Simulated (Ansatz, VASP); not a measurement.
# Two plane-wave programs on Re

POSCAR

```
Re
1.0
    2.7608000000      0.0000000000      0.0000000000
   -1.3804000000      2.3909229348      0.0000000000
    0.0000000000      0.0000000000      4.4582000000
Re
2
Direct
    0.6666666667      0.3333333333      0.7500000000
    0.3333333333      0.6666666667      0.2500000000
```

The input INCAR.step1:

```
ALGO = Normal
EDIFF = 1E-4
ENCUT = 520
GGA = PE
GGA_COMPAT = False
ISMEAR = -1
LASPH = True
LCHARG = False
LMAXMIX = 4
LREAL = False
LSORBIT = True
LWAVE = True
MAGMOM = 0 0 0 0 0 0
NBANDS = 26
NELM = 150
PREC = Accurate
SIGMA = 0.05
```

INCAR.step2

```
ALGO = Normal
EDIFF = 1E-7
ENCUT = 520
GGA_COMPAT = False
ISIF = 2
ISMEAR = -1
ISTART = 1
LASPH = True
LCHARG = True
LMAXMIX = 4
LMIXTAU = True
LORBIT = 11
LORBMOM = True
LREAL = False
LSORBIT = True
LVHAR = True
LWAVE = False
MAGMOM = 0 0 0 0 0 0
METAGGA = R2SCAN
NBANDS = 26
NELM = 150
PREC = Accurate
SIGMA = 0.05
```

KPOINTS

```
k-points
0
Gamma
  8 8 5
```

Contents of input.yaml:

```yaml
crystal:
  lattice:
    - [2.7608, 0.0, 0.0]
    - [-1.3804, 2.3909229348, 0.0]
    - [0.0, 0.0, 4.4582]
  atoms:
    - { symbol: Re, position: [0.6666666667, 0.3333333333, 0.75] }
    - { symbol: Re, position: [0.3333333333, 0.6666666667, 0.25] }
hamiltonian:
  xc: r2scan
  pseudopotentials: { kind: paw_fr }
magnetization:
  noncollinear: true
  spin_orbit: true
kpoints:
  mp_grid: { grid: [8, 8, 5] }
  band_path:
    path:
      - [[0.0, 0.0, 0.0], [0.5, 0.0, 0.0], [0.3333333333, 0.3333333333, 0.0], [0.0, 0.0, 0.0], [0.0, 0.0, 0.5], [0.5, 0.0, 0.5], [0.3333333333, 0.3333333333, 0.5], [0.0, 0.0, 0.5]]
      - [[0.5, 0.0, 0.5], [0.5, 0.0, 0.0]]
      - [[0.3333333333, 0.3333333333, 0.0], [0.3333333333, 0.3333333333, 0.5]]
    npoints: 14
scf:
  occupations: { method: fermi_dirac, width: 0.05 }
  n_extra_bands: 6
output:
  forces: true
  stress: true
  eigenvalues: true
  fatbands: true
```

Alike in both runs: functional r2SCAN; k mesh 8 × 8 × 5; occupations fermi-dirac, width 0.05 eV; non-collinear spin, spin-orbit coupling.

|  | VASP | Ansatz |
| --- | --- | --- |
| version | VASP 6.6.1 | Ansatz 0.2.0 |
| potentials or method | VASP PAW PBE potentials, release 64 (Re) | Ansatz PAW |
| plane-wave cutoff (eV) | 520 | 500 |
| valence electrons in the cell | 14 | 30 |
| task | single point | band structure |

```tsv
	VASP	Ansatz	Ansatz less VASP
pressure (GPa)	0.4	0.2	-0.22
traceless stress, the component that is largest in VASP (GPa)	0.25	0.26	+0.015
```

VASP's potentials were made for PBE, not for r2SCAN. The functional is the same, so the differences come from potentials, cutoffs and numerics. VASP's potentials hold 14 valence electrons a cell and Ansatz's 30, so a difference there can come from the potentials and not from the codes.
